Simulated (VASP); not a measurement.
Here is a VASP 6.6.1 calculation.

INCAR

```
PREC = Accurate
ENCUT = 520
EDIFF = 1E-6
ISMEAR = 0
SIGMA = 0.028000000000000004
LREAL = F
LASPH = T
NELM = 60
ALGO = Normal
ISIF = 2
LWAVE = F
LCHARG = T
GGA = PE
LELF = T
LVHAR = T
NBANDS = 36
```

File KPOINTS:

```
regular mesh
0
Gamma
  8 8 4
```

Contents of POSCAR:

```
Ge
1.0
    3.9975858431      0.0000000000      0.0000000000
   -1.9987929216      3.4620108940      0.0000000000
    0.0000000000      0.0000000000      6.5993779500
Ge
4
Direct
    0.3333333333      0.6666666667      0.9370987500
    0.6666666667      0.3333333333      0.4370987500
    0.3333333333      0.6666666667      0.5629012500
    0.6666666667      0.3333333333      0.0629012500
```

Potentials or basis: VASP PAW PBE potentials, release 64 (Ge_d).

Launch:

```console
$ cat potpaw_PBE.64/Ge_d/POTCAR > POTCAR
$ mpirun -np 1 vasp_std > vasp.out
```

Question: What does it give for the largest force?

Answer: 0.019 eV/Å.

Question: Estimate the pressure.

Answer: 2.9 GPa.

Question: What does it give for the band gap on the k mesh?

Answer: 0.12 eV, direct.

Stress tensor (GPa, compression positive):
```
2.95 0.00 0.00
0.00 2.95 0.00
0.00 0.00 2.72
```

A k mesh can miss the band edges.
